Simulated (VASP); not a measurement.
# Sr2B (CdCl2 type) (R-3m) in VASP: a series of runs

Runs on Sr2B (CdCl2 type). Level: LDA. Tasks: single point.

All numbers are computed with VASP 6.6.1; they aren't measurements. Logs are shortened: lines on timing, memory, paths and dates and some standing lists are left out, and cuts for length are marked.

### Step 1. The cell of the first run

The typed cell holds 3 atoms: a = 4.108 Å, b = 4.108 Å, c = 4.108 Å, α = 59.97°, β = 59.97°, γ = 59.97°.

### Step 2. Single point, LDA (volume scaled by 0.6)

The input, INCAR:

```
SYSTEM = Sr2B
PREC = Accurate ; ENCUT = 520
EDIFF = 1E-7 ; ISMEAR = -1
SIGMA = 0.05 ; LREAL = .False.
LASPH = .True. ; NELM = 80
ALGO = Normal ; ISIF = 2
LWAVE = .False. ; LCHARG = .False.
NBANDS = 18
```

The input, KPOINTS:

```
Automatic mesh
0
Gamma
  10 10 10
  0 0 0
```

The input, POSCAR:

```
Sr2B
1.0
    2.0531964664     -1.1854135326      3.3553390245
    0.0000000000      2.3708270652      3.3553390245
   -2.0531964664     -1.1854135326      3.3553390245
B Sr
1 2
Direct
    0.0000000000      0.0000000000      0.0000000000
    0.2499809164      0.2499809164      0.2499809164
    0.7500190836      0.7500190836      0.7500190836
```

Potentials or basis: VASP PAW LDA potentials, release 64 (B, Sr_sv).

The run is started by

```sh
> cat potpaw_LDA.64/B/POTCAR potpaw_LDA.64/Sr_sv/POTCAR > POTCAR
> mpirun -np 1 vasp_std > vasp.out
```

OUTCAR:

```text
SYSTEM = Sr2B
   PREC = Accurate
   ENCUT = 520
   EDIFF = 1E-7
   ISMEAR = -1
   LREAL = .False.
   LASPH = .True.
   NELM = 80
   ISIF = 2

 ion  position               nearest neighbor table
   1  0.000  0.000  0.000-   3 2.51   3 2.51   2 2.51   2 2.51   2 2.51   3 2.51   3 2.52   2 2.52

   2  0.250  0.250  0.250-   1 2.51   1 2.51   1 2.51   1 2.52   3 2.90   3 2.90   3 2.90   3 2.90
                             3 2.90   3 2.90   3 5.03   3 5.03   3 5.03   3 5.03   3 5.03
   3  0.750  0.750  0.750-   1 2.51   1 2.51   1 2.51   1 2.52   2 2.90   2 2.90   2 2.90   2 2.90
                             2 2.90   2 2.90   2 5.03   2 5.03   2 5.03   2 5.03   2 5.03

  LATTYP: Found a trigonal (rhomboedric) cell.
 ALAT       =     4.1084207358
 COS(alpha) =     0.5004934506

  Lattice vectors:

 A1 = (   2.0531964664,  -1.1854135326,   3.3553390245)
 A2 = (   0.0000000000,   2.3708270652,   3.3553390245)
 A3 = (  -2.0531964664,  -1.1854135326,   3.3553390245)

Analysis of symmetry for initial positions (statically):
=====================================================================
 Subroutine PRICEL returns:
 Original cell was already a primitive cell.

 Routine SETGRP: Setting up the symmetry group for a
 trigonal (rhombohedral) supercell.

 Subroutine GETGRP returns: Found 12 space group operations
 (whereof 12 operations were pure point group operations)
 out of a pool of 12 trial point group operations.

The static configuration has the point symmetry D_3d.

Analysis of symmetry for dynamics (positions and initial velocities):
=====================================================================
 Subroutine PRICEL returns:
 Original cell was already a primitive cell.

 Routine SETGRP: Setting up the symmetry group for a
 trigonal (rhombohedral) supercell.

 Subroutine GETGRP returns: Found 12 space group operations
 (whereof 12 operations were pure point group operations)
 out of a pool of 12 trial point group operations.

The dynamic configuration has the point symmetry D_3d.

 Subroutine INISYM returns: Found 12 space group operations
 (whereof 12 operations are pure point group operations),
 and found     1 'primitive' translations

----------------------------------------------------------------------------------------

                                     Primitive cell

  volume of cell :      48.9991

  direct lattice vectors                    reciprocal lattice vectors
     2.053196466 -1.185413533  3.355339025     0.243522726 -0.140597911  0.099344159
     0.000000000  2.370827065  3.355339025     0.000000000  0.281195823  0.099344159
    -2.053196466 -1.185413533  3.355339025    -0.243522726 -0.140597911  0.099344159

  length of vectors
     4.108420736  4.108420736  4.108420736     0.298228692  0.298228692  0.298228692

  position of ions in fractional coordinates (direct lattice)
     0.000000000  0.000000000  0.000000000
     0.249980916  0.249980916  0.249980916
     0.750019084  0.750019084  0.750019084

  ion indices of the primitive-cell ions
   primitive index   ion index
                 1           1
                 2           2
                 3           3

----------------------------------------------------------------------------------------

 KPOINTS: Automatic mesh

Automatic generation of k-mesh.
 Grid dimensions read from file:
 generate k-points for:   10   10   10

 Generating k-lattice:

  Cartesian coordinates                     Fractional coordinates (reciprocal lattice)
     0.024352273 -0.014059791  0.009934416     0.100000000  0.000000000 -0.000000000
     0.000000000  0.028119582  0.009934416     0.000000000  0.100000000  0.000000000
    -0.024352273 -0.014059791  0.009934416    -0.000000000  0.000000000  0.100000000

  Length of vectors
     0.029822869  0.029822869  0.029822869

  Shift w.r.t. Gamma in fractional coordinates (k-lattice)
     0.000000000  0.000000000  0.000000000

 Subroutine IBZKPT returns following result:
 ===========================================

 Found    116 irreducible k-points:

 Following reciprocal coordinates:
            Coordinates               Weight
  0.000000  0.000000  0.000000      1.000000
  0.100000  0.000000  0.000000      6.000000
  0.200000  0.000000  0.000000      6.000000
  0.300000  0.000000 -0.000000      6.000000
  0.400000  0.000000 -0.000000      6.000000
  0.500000  0.000000  0.000000      3.000000
[... 16 lines left out ...]
  0.300000  0.300000  0.000000      6.000000
  0.400000  0.300000  0.000000     12.000000
 [... further k-points ...]
   k-points           NKPTS =    116   k-points in BZ     NKDIM =    116   number of bands    NBANDS=     18
   number of dos      NEDOS =    301   number of ions     NIONS =      3
   total plane-waves  NPLWV =  32768
   dimension x,y,z NGX =    32 NGY =   32 NGZ =   32
   dimension x,y,z NGXF=    64 NGYF=   64 NGZF=   64
   ions per type =               1   2
   NGX,Y,Z   is equivalent  to a cutoff of  12.95, 12.95, 12.95 a.u.
   NGXF,Y,Z  is equivalent  to a cutoff of  25.90, 25.90, 25.90 a.u.
 SYSTEM =  Sr2B
   PREC   = accura    normal or accurate (medium, high low for compatibility)
   ISTART =      0    job   : 0-new  1-cont  2-samecut
   ICHARG =      2    charge: 1-file 2-atom 10-const
   ISPIN  =      1    spin polarized calculation?
   LNONCOLLINEAR =      F non collinear calculations
   LSORBIT =      F    spin-orbit coupling
   LASPH  =      T    aspherical Exc in radial PAW
   ENCUT  =  520.0 eV  38.22 Ry    6.18 a.u.   7.64  7.64  7.64*2*pi/ulx,y,z
   NELM   =     80;   NELMIN=  2; NELMDL= -5     # of ELM steps
   EDIFF  = 0.1E-06   stopping-criterion for ELM
   LREAL  =      F    real-space projection
   EDIFFG = 0.1E-05   stopping-criterion for IOM
   NSW    =      0    number of steps for IOM
   IBRION =     -1    ionic relax: 0-MD 1-quasi-New 2-CG
   NFREE  =      0    steps in history (QN), initial steepest desc. (CG)
   ISIF   =      2    stress and relaxation
   ISYM   =      2    0-nonsym 1-usesym 2-fastsym
   POTIM  = 0.5000    time-step for ionic-motion
   TEBEG  =    0.0;   TEEND  =   0.0 temperature during run
   PSTRESS=    0.0 pullay stress
   NELECT =      23.0000    total number of electrons
   NUPDOWN=      -1.0000    fix difference up-down
   EMIN   =  10.00;   EMAX   =-10.00  energy-range for DOS
   EFERMI =   0.00;   METHOD = LEGACY
   ISMEAR =    -1;   SIGMA  =   0.05  broadening in eV -4-tet -1-fermi 0-gaus
   EFERMI_NEDOS =   21; number of points for ismear=-14 and -15
   IALGO  =     38    algorithm
   IMIX   =      4    mixing-type and parameters
     AMIX     =   0.40;   BMIX     =  1.00
     AMIX_MAG =   1.60;   BMIX_MAG =  1.00
  volume/ion in A,a.u.               =      16.33       110.22
  Fermi-wavevector in a.u.,A,eV,Ry     =   1.272296  2.404290 22.024249  1.618737
  Thomas-Fermi vector in A             =   2.405182
   LORBIT       =      0    0 simple, 1 ext, 2 COOP (PROOUT), +10 PAW based schemes
   GGA     = CA    functional components
   LHFCALC =     F    Hartree Fock is set to
   AEXX    =    0.0000 exact exchange contribution
   IVDW    =     0    specifies the selected vdW correction
   LEPSILON=     F    determine dielectric tensor
   LRPA    =     F    only Hartree local field effects (RPA)
 non-spin polarized calculation
  energy-cutoff  :      520.00
  volume of cell :       49.00
 maximum number of plane-waves:      1363
   NGX = 15   NGY = 15   NGZ = 15

 number of electron      23.0000000 magnetization

 Free energy of the ion-electron system (eV)
  ---------------------------------------------------
  ext. energy  EPLUGINS =         0.00000000
  ---------------------------------------------------
  free energy    TOTEN  =        -6.65987993 eV

  energy without entropy =       -6.63743425  energy(sigma->0) =       -6.64865709

 E-fermi :   5.3722     XC(G=0): -11.3296

 val. band max:        5.3693557670   @ k =  -0.4000   0.5000   0.1000
 cond. band min:       5.3884177810   @ k =   0.5000   0.5000   0.3000
 fundamental gap:      0.0190620140
 Fermi energy:         5.3722062938

 k-point     1 :       0.0000    0.0000    0.0000
  band No.  band energies     occupation
      1     -29.6478      2.00000
      2     -28.3929      2.00000
      3     -12.2185      2.00000
      4     -12.2157      2.00000
      5     -12.2157      2.00000
      6     -10.3765      2.00000
[... 10 lines left out ...]
     17      13.9425      0.00000
     18      13.9425      0.00000

 k-point     2 :       0.1000    0.0000    0.0000
  band No.  band energies     occupation
      1     -29.6171      2.00000
      2     -28.4233      2.00000
      3     -12.2075      2.00000
      4     -12.1891      2.00000
      5     -12.1867      2.00000
      6     -10.4837      2.00000
[... 10 lines left out ...]
     17      13.5943      0.00000
     18      13.5999      0.00000

 k-point     3 :       0.2000    0.0000    0.0000
  band No.  band energies     occupation
      1     -29.5281      2.00000
      2     -28.5119      2.00000
      3     -12.1761      2.00000
      4     -12.1012      2.00000
      5     -12.0991      2.00000
      6     -10.7612      2.00000
[... 10 lines left out ...]
     17      12.6986      0.00000
     18      12.7030      0.00000

 k-point     4 :       0.3000    0.0000   -0.0000
  band No.  band energies     occupation
      1     -29.3893      2.00000
      2     -28.6504      2.00000
      3     -12.1064      2.00000
      4     -11.9535      2.00000
      5     -11.9518      2.00000
      6     -11.1136      2.00000
[... 375 lines left out ...]
      4     -11.6928      2.00000
      5     -11.5571      2.00000
      6     -11.5398      2.00000
[... 10 lines left out ...]
     17      12.5498      0.00000
     18      12.7481      0.00000

 k-point    23 :       0.3000    0.3000    0.0000
  band No.  band energies     occupation
      1     -29.3630      2.00000
      2     -28.6540      2.00000
      3     -12.6020      2.00000
      4     -12.6000      2.00000
      5     -12.5348      2.00000
      6     -10.6820      2.00000
[... 10 lines left out ...]
     17      10.7424      0.00000
     18      11.2765      0.00000

 k-point    24 :       0.4000    0.3000    0.0000
  band No.  band energies     occupation
      1     -29.2796      2.00000
      2     -28.7286      2.00000
      3     -12.8902      2.00000
      4     -12.6422      2.00000
      5     -12.6309      2.00000
      6     -10.3306      2.00000
[... 10 lines left out ...]
     17      10.4510      0.00000
     18      12.5663      0.00000

 [... further k-points ...]

------------------------ aborting loop because EDIFF is reached ----------------------------------------

  FORCE on cell =-STRESS in cart. coord.  units (eV):
  Direction    XX          YY          ZZ          XY          YZ          ZX
  --------------------------------------------------------------------------------------
  -------------------------------------------------------------------------------------
  Total       13.1699222     13.1699222     13.1461111      0.0000000      0.0000000      0.0000000
  in kB      430.6314508    430.6314508    429.8528710      0.0000000      0.0000000      0.0000000
  external PRESSURE =     430.3719242 kB  Pullay stress =       0.0000000 kB

 VOLUME and BASIS-vectors are now :
 -----------------------------------------------------------------------------
  energy-cutoff  :      520.00
  volume of cell :       49.00
      direct lattice vectors                 reciprocal lattice vectors
     2.053196466 -1.185413533  3.355339025     0.243522726 -0.140597911  0.099344159
     0.000000000  2.370827065  3.355339025     0.000000000  0.281195823  0.099344159
    -2.053196466 -1.185413533  3.355339025    -0.243522726 -0.140597911  0.099344159

 POSITION                                       TOTAL-FORCE (eV/Angst)
 -----------------------------------------------------------------------------------
      0.00000      0.00000      0.00000        -0.000000      0.000000      0.000000
      0.00000      0.00000      2.51631         0.000000     -0.000000     -0.004885
      0.00000      0.00000      7.54970         0.000000     -0.000000      0.004885
 -----------------------------------------------------------------------------------
    total drift:                                0.000000      0.000000     -0.000000

  FREE ENERGIE OF THE ION-ELECTRON SYSTEM (eV)
  ---------------------------------------------------
  free  energy   TOTEN  =        -6.6598799251 eV

  energy  without entropy=       -6.6374342458  energy(sigma->0) =       -6.64865709
```

It took 79 s on 1 thread of Intel Xeon Platinum 8259CL at 2.50GHz (Skylake/Cascade Lake), shared host; peak memory 0.23 GiB.

What came out:

- Free energy: -6.6599 eV
- Pressure: 43.0 GPa
- Largest force: 0.005 eV/Å

Forces in eV/Å, atoms in the order of the input:
```
B    0.000  0.000  0.000
Sr   0.000  0.000 -0.005
Sr   0.000  0.000  0.005
```

Levels at points of the mesh, in eV from the Fermi level:
```tsv
k point	band 8	band 9	band 10	band 11	band 12	band 13	band 14	band 15	band 16	band 17
(0.00, 0.00, 0.00)	-15.75	-6.43	-2.58	-2.58	-2.58	0.43	0.43	2.80	8.56	8.57
(0.50, 0.00, 0.00)	-16.81	-4.75	-0.71	-0.44	-0.44	2.75	3.15	3.15	5.78	5.79
(0.50, 0.50, 0.00)	-15.09	-5.46	-2.00	0.65	1.16	1.16	1.93	2.65	6.36	6.37
(0.50, 0.50, 0.50)	-16.81	-4.75	-0.72	-0.44	-0.44	2.75	3.15	3.15	5.78	5.80
```

(Continued in part 2 of 2.)
